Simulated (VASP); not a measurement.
A run of VASP 6.6.1 is set up as follows.

File POSCAR:

```
C
1.0
    1.2228066795     -2.1167318650      0.0000000000
    1.2228066795      2.1167318650      0.0000000000
    0.0000000000      0.0000000000      6.7225117038
C
4
Direct
    0.0833124673      0.9166875327      0.7500000000
    0.5833124673      0.4166875327      0.2500000000
    0.9166875327      0.0833124673      0.2500000000
    0.4166875327      0.5833124673      0.7500000000
```

The input INCAR.step1:

```
SYSTEM = C
PREC = Accurate
ENCUT = 600
ISMEAR = -1
SIGMA = 0.15
LREAL = .False.
LASPH = .True.
NELM = 60
GGA = PE
ALGO = Normal
EDIFF = 1E-4
LWAVE = .True.
LCHARG = .False.
```

Contents of INCAR.step2:

```
SYSTEM = C
PREC = Accurate
ENCUT = 600
EDIFF = 1E-6
ISMEAR = -1
SIGMA = 0.15
LREAL = .False.
LASPH = .True.
NELM = 60
ALGO = Normal
ISIF = 3
LWAVE = .False.
LCHARG = .False.
METAGGA = R2SCAN
LMIXTAU = .True.
IBRION = 2
NSW = 80
EDIFFG = -0.001
ISTART = 1
```

KPOINTS

```
Automatic mesh
0
Gamma
  18 18 6
  0 0 0
```

Potentials or basis: VASP PAW PBE potentials, release 64 (C).

Launch:

```sh
$ cat potpaw_PBE.64/C/POTCAR > POTCAR
$ cp INCAR.step1 INCAR
$ mpirun -np 1 vasp_std > vasp.out
$ cp INCAR.step2 INCAR
$ mpirun -np 1 vasp_std > vasp.out
```

Q: Estimate the relaxed volume.

A: 9.18 Å³/atom.

Q: Predict the relaxed cell.

A: a = 2.457 Å, b = 2.457 Å, c = 7.023 Å, α = 90.00°, β = 90.00°, γ = 119.98°.

Q: Predict the space group after relaxing (to 0.1 Å).

A: Fmmm (No. 69).

Final structure:
```xyz
4
Lattice="1.2287 -2.1274 0.0000 1.2287 2.1274 0.0000 0.0000 0.0000 7.0226" Properties=species:S:1:pos:R:3 pbc="T T T"
C     1.2287    1.7728    5.2670
C     1.2287   -0.3545    1.7557
C     1.2287   -1.7728    1.7557
C     1.2287    0.3545    5.2670
```

Caveat: the PAW data sets were made with another functional, which shifts forces and pressure a little.
